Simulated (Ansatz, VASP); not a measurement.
BiIr: VASP beside Ansatz

```xyz
2
Lattice="0.0563 2.8407 2.8407 2.8407 0.0563 2.8407 2.8407 2.8407 0.0563" Properties=species:S:1:pos:R:3 pbc="T T T"
Ir    0.0000    0.0000    0.0000
Bi    2.8688    2.8688    2.8688
```

Change from the starting cell: equal xy, yz and zx shear strains of +2 %, crystal datasets.

Alike in both runs: task electric field gradients; functional PBE; k mesh 12 × 12 × 12; occupations fermi-dirac, width 0.08 eV; no spin polarisation.

|  | VASP | Ansatz |
| --- | --- | --- |
| version | VASP 6.6.1 | Ansatz 0.2.0 |
| potentials or method | VASP PAW PBE potentials, release 64 (Ir, Bi_d), cutoff 520 eV | all-electron PAW with datasets made for the crystal, scalar-relativistic |

```tsv
	VASP	Ansatz	Ansatz less VASP
pressure (GPa)	0.1	0.1	-0.07
traceless stress, the component that is largest in VASP (GPa)	-0.30	-0.30	+0.001
size of Vzz on the site where it differs most (V/Å²)	8.5	0.9	-7.59
```

Ansatz ran all-electron here, and VASP with PAW potentials.

Neither program's run includes spin-orbit coupling.
